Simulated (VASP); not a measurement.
# Si (P6_3/mmc) in VASP: single point with LDA

Aim: the single point of Si with LDA.

Program: VASP 6.6.1. These are calculated values, not measurements. Logs are shortened: lines on timing, memory, paths and dates and some standing lists are left out, and cuts for length are marked.

## (1) The cell of the first run

It takes space group P6_3/mmc (No. 194, hexagonal). The conventional cell has a = 3.795 Å, b = 3.795 Å, c = 12.710 Å, α = 90.00°, β = 90.00°, γ = 120.00°. Within 3.1 Å of Si (site symmetry 3m) lie 4 Si at 2.33 to 2.38 Å. Within 3.1 Å of Si (site symmetry 3m) lie 4 Si at 2.33 to 2.38 Å.

## (2) Single point, LDA

INCAR

```
SYSTEM = Si
  PREC = Accurate
  ENCUT = 520
  EDIFF = 1E-6
  ISMEAR = 0
  SIGMA = 0.15
  LREAL = .False.
  LASPH = .True.
  NELM = 80
  ALGO = Normal
  ISIF = 2
  LWAVE = .False.
  LCHARG = .False.
  NBANDS = 26
```

KPOINTS

```
regular mesh
0
Gamma
  6 6 2
  0 0 0
```

POSCAR

```
Si
1.0
    3.7948000000      0.0000000000      0.0000000000
   -1.8974000000      3.2863900000      0.0000000000
    0.0000000000      0.0000000000     12.7099000000
Si
8
Direct
    0.0000000000      0.0000000000      0.4062000000
    0.0000000000      0.0000000000      0.9062000000
    0.0000000000      0.0000000000      0.0938000000
    0.0000000000      0.0000000000      0.5938000000
    0.3333333333      0.6666666667      0.3437000000
    0.6666666667      0.3333333333      0.8437000000
    0.3333333333      0.6666666667      0.1563000000
    0.6666666667      0.3333333333      0.6563000000
```

Potentials or basis: VASP PAW LDA potentials, release 64 (Si).

Launch:

```sh
cat potpaw_LDA.64/Si/POTCAR > POTCAR
mpirun -np 1 vasp_std > vasp.out
```

OUTCAR:

```text
SYSTEM = Si
   PREC = Accurate
   ENCUT = 520
   EDIFF = 1E-6
   ISMEAR = 0
   LREAL = .False.
   LASPH = .True.
   NELM = 80
   ISIF = 2

 ion  position               nearest neighbor table
   1  0.000  0.000  0.406-   5 2.33   5 2.33   5 2.33   4 2.38
   2  0.000  0.000  0.906-   6 2.33   6 2.33   6 2.33   3 2.38
   3  0.000  0.000  0.094-   7 2.33   7 2.33   7 2.33   2 2.38
   4  0.000  0.000  0.594-   8 2.33   8 2.33   8 2.33   1 2.38
   5  0.333  0.667  0.344-   1 2.33   1 2.33   1 2.33   7 2.38
   6  0.667  0.333  0.844-   2 2.33   2 2.33   2 2.33   8 2.38
   7  0.333  0.667  0.156-   3 2.33   3 2.33   3 2.33   5 2.38
   8  0.667  0.333  0.656-   4 2.33   4 2.33   4 2.33   6 2.38

  LATTYP: Found a hexagonal cell.
 ALAT       =     3.7948000000
 C/A-ratio  =     3.3492937704

  Lattice vectors:

 A1 = (   3.7948000000,   0.0000000000,   0.0000000000)
 A2 = (  -1.8974000000,   3.2863900000,   0.0000000000)
 A3 = (   0.0000000000,   0.0000000000,  12.7099000000)

Analysis of symmetry for initial positions (statically):
=====================================================================
 Subroutine PRICEL returns:
 Original cell was already a primitive cell.

 Routine SETGRP: Setting up the symmetry group for a
 hexagonal supercell.

 Subroutine GETGRP returns: Found 24 space group operations
 (whereof 12 operations were pure point group operations)
 out of a pool of 24 trial point group operations.

The static configuration has the point symmetry D_3d.
 The point group associated with its full space group is D_6h.

Analysis of symmetry for dynamics (positions and initial velocities):
=====================================================================
 Subroutine PRICEL returns:
 Original cell was already a primitive cell.

 Routine SETGRP: Setting up the symmetry group for a
 hexagonal supercell.

 Subroutine GETGRP returns: Found 24 space group operations
 (whereof 12 operations were pure point group operations)
 out of a pool of 24 trial point group operations.

The dynamic configuration has the point symmetry D_3d.
 The point group associated with its full space group is D_6h.

 Subroutine INISYM returns: Found 24 space group operations
 (whereof 12 operations are pure point group operations),
 and found     1 'primitive' translations

----------------------------------------------------------------------------------------

                                     Primitive cell
[... 97 lines left out ...]
   NFREE  =      0    steps in history (QN), initial steepest desc. (CG)
   ISIF   =      2    stress and relaxation
   ISYM   =      2    0-nonsym 1-usesym 2-fastsym
   POTIM  = 0.5000    time-step for ionic-motion
   TEBEG  =    0.0;   TEEND  =   0.0 temperature during run
   PSTRESS=    0.0 pullay stress
   NELECT =      32.0000    total number of electrons
   NUPDOWN=      -1.0000    fix difference up-down
   EMIN   =  10.00;   EMAX   =-10.00  energy-range for DOS
   EFERMI =   0.00;   METHOD = LEGACY
   ISMEAR =     0;   SIGMA  =   0.15  broadening in eV -4-tet -1-fermi 0-gaus
   EFERMI_NEDOS =   21; number of points for ismear=-14 and -15
   IALGO  =     38    algorithm
   IMIX   =      4    mixing-type and parameters
     AMIX     =   0.40;   BMIX     =  1.00
     AMIX_MAG =   1.60;   BMIX_MAG =  1.00
  volume/ion in A,a.u.               =      19.81       133.71
  Fermi-wavevector in a.u.,A,eV,Ry     =   0.960376  1.814848 12.548962  0.922323
  Thomas-Fermi vector in A             =   2.089655
   LORBIT       =      0    0 simple, 1 ext, 2 COOP (PROOUT), +10 PAW based schemes
   GGA     = CA    functional components
   LHFCALC =     F    Hartree Fock is set to
   AEXX    =    0.0000 exact exchange contribution
   IVDW    =     0    specifies the selected vdW correction
   LEPSILON=     F    determine dielectric tensor
   LRPA    =     F    only Hartree local field effects (RPA)
 non-spin polarized calculation
 Gauss-broadening in eV      SIGMA  =   0.15
  energy-cutoff  :      520.00
  volume of cell :      158.51
 maximum number of plane-waves:      4292
   NGX = 15   NGY = 15   NGZ = 47

 number of electron      32.0000001 magnetization

 Free energy of the ion-electron system (eV)
  ---------------------------------------------------
  ext. energy  EPLUGINS =         0.00000000
  ---------------------------------------------------
  free energy    TOTEN  =       -47.56972664 eV

  energy without entropy =      -47.56934192  energy(sigma->0) =      -47.56953428

 E-fermi :   6.2421     XC(G=0):  -9.6425

 val. band max:        6.0024513553   @ k =   0.0000   0.0000   0.0000
 cond. band min:       6.5029064651   @ k =   0.5000   0.0000   0.0000
 fundamental gap:      0.5004551098
 Fermi energy:         6.2421170298

 k-point     1 :       0.0000    0.0000    0.0000
  band No.  band energies     occupation
      1      -6.1601      2.00000
      2      -5.4021      2.00000
      3      -5.3730      2.00000
      4      -3.9461      2.00000
      5      -1.1303      2.00000
      6       1.7950      2.00000
[... 395 lines left out ...]
     25      12.0112      0.00000
     26      12.1254      0.00000

------------------------ aborting loop because EDIFF is reached ----------------------------------------

  FORCE on cell =-STRESS in cart. coord.  units (eV):
  Direction    XX          YY          ZZ          XY          YZ          ZX
  --------------------------------------------------------------------------------------
  -------------------------------------------------------------------------------------
  Total        0.9760661      0.9760642     -3.4381202      0.0000000      0.0000000      0.0000000
  in kB        9.8659676      9.8659484    -34.7521364      0.0000000      0.0000000      0.0000000
  external PRESSURE =      -5.0067402 kB  Pullay stress =       0.0000000 kB

 VOLUME and BASIS-vectors are now :
 -----------------------------------------------------------------------------
  energy-cutoff  :      520.00
  volume of cell :      158.51
      direct lattice vectors                 reciprocal lattice vectors
     3.794800000  0.000000000  0.000000000     0.263518499  0.152142625  0.000000000
    -1.897400000  3.286390000  0.000000000     0.000000000  0.304285249  0.000000000
     0.000000000  0.000000000 12.709900000     0.000000000  0.000000000  0.078678825

 POSITION                                       TOTAL-FORCE (eV/Angst)
 -----------------------------------------------------------------------------------
      0.00000      0.00000      5.16276         0.000000      0.000000      0.311110
      0.00000      0.00000     11.51771        -0.000000     -0.000000      0.311110
      0.00000      0.00000      1.19219         0.000000      0.000000     -0.311110
      0.00000      0.00000      7.54714        -0.000000     -0.000000     -0.311110
     -0.00000      2.19093      4.36839        -0.000000     -0.000000     -0.124936
      1.89740      1.09546     10.72334         0.000000     -0.000000     -0.124936
     -0.00000      2.19093      1.98656         0.000000      0.000000      0.124936
      1.89740      1.09546      8.34151         0.000000     -0.000000      0.124936
 -----------------------------------------------------------------------------------
    total drift:                                0.000000     -0.000000     -0.000000

  FREE ENERGIE OF THE ION-ELECTRON SYSTEM (eV)
  ---------------------------------------------------
  free  energy   TOTEN  =       -47.5697266437 eV

  energy  without entropy=      -47.5693419160  energy(sigma->0) =      -47.56953428
```

OSZICAR:

```text
N       E                     dE             d eps       ncg     rms          rms(c)
DAV:   1     0.627437765906E+02    0.62744E+02   -0.12086E+04   728   0.102E+03
DAV:   2    -0.432189163047E+02   -0.10596E+03   -0.97714E+02   936   0.148E+02
DAV:   3    -0.485626661916E+02   -0.53437E+01   -0.52497E+01   954   0.306E+01
DAV:   4    -0.486571440089E+02   -0.94478E-01   -0.94201E-01   948   0.514E+00
DAV:   5    -0.486592835271E+02   -0.21395E-02   -0.21382E-02   944   0.728E-01    0.102E+01
DAV:   6    -0.479073312673E+02    0.75195E+00   -0.36126E-01   848   0.224E+00    0.612E+00
DAV:   7    -0.475709027385E+02    0.33643E+00   -0.73671E-01   800   0.322E+00    0.430E-01
DAV:   8    -0.475697610639E+02    0.11417E-02   -0.58693E-02   844   0.106E+00    0.161E-01
DAV:   9    -0.475696864379E+02    0.74626E-04   -0.17109E-03   968   0.189E-01    0.121E-01
DAV:  10    -0.475697240123E+02   -0.37574E-04   -0.17735E-04   874   0.595E-02    0.377E-02
DAV:  11    -0.475697265061E+02   -0.24937E-05   -0.20179E-05   904   0.200E-02    0.159E-02
DAV:  12    -0.475697266437E+02   -0.13764E-06   -0.68744E-07   574   0.430E-03
   1 F= -.47569727E+02 E0= -.47569534E+02  d E =-.384728E-03
```

stdout:

```text
POSCAR found type information on POSCAR Si
 POSCAR found :  1 types and       8 ions
 scaLAPACK will be used
 LDA part: xc-table for (Slater(with rela. corr.)+CA(PZ))
 , standard interpolation
 POSCAR, INCAR and KPOINTS ok, starting setup
 FFT: planning ... GRIDC
 FFT: planning ... GRID_SOFT
 FFT: planning ... GRID
 WAVECAR not read
 entering main loop
```

Wall time 80 s (1 thread of AMD EPYC 7R13, shared host); peak memory 0.18 GiB.

What came out:

```
Free energy            : -47.5697 eV
Pressure               : -0.5 GPa
Largest force          : 0.311 eV/Å
Band gap on the k mesh : 0.50 eV, indirect (least direct gap 1.40 eV)
```

Forces in eV/Å, atoms in the order of the input:
```
Si   0.000  0.000  0.311
Si   0.000  0.000  0.311
Si   0.000  0.000 -0.311
Si   0.000  0.000 -0.311
Si   0.000  0.000 -0.125
Si   0.000  0.000 -0.125
Si   0.000  0.000  0.125
Si   0.000  0.000  0.125
```

Stress tensor (GPa, compression positive):
```
 0.99  0.00  0.00
 0.00  0.99  0.00
 0.00  0.00 -3.48
```

A k mesh can miss the band edges. A hybrid or GW would open this gap; LDA tends to underestimate it.
